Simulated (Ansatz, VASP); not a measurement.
**Two plane-wave programs on Te**

```
Te
1.0
     4.29663    0.00000    0.00000
    -2.14832    3.72099    0.00000
     0.00000    0.00000    5.90411
Te
3
Direct
  0.28554 0.00000 0.33333
  0.00000 0.28554 0.66667
  0.71446 0.71446 0.00000
```

Alike in both runs: task single point; functional LDA; k mesh 9 × 9 × 6; no spin polarisation.

```csv
,VASP,Ansatz
version,VASP 6.6.1,Ansatz 0.2.0
potentials or method,"VASP PAW LDA potentials, release 64 (Te), cutoff 520 eV","plane waves (420 eV) with PAW, scalar-relativistic"
occupations,"methfessel-paxton of order 1, width 0.6 eV","cold, width 0.6 eV"
valence electrons in the cell,18,48
```

Ansatz gave:

* pressure (GPa): -0.3
* traceless stress, the component that is largest in VASP (GPa): -0.41

Problem. Which values does VASP return?

Solution. Pressure (GPa): -0.1; traceless stress, the component that is largest in VASP (GPa): 0.02.

Ansatz warns that its potentials were made for another functional, while VASP's fit it. LDA's correlation is that of Perdew and Zunger in VASP and of Perdew and Wang (1992) in Ansatz. VASP's potentials hold 18 valence electrons a cell and Ansatz's 48, so a difference there can come from the potentials and not from the codes.

Neither program's run includes spin-orbit coupling.
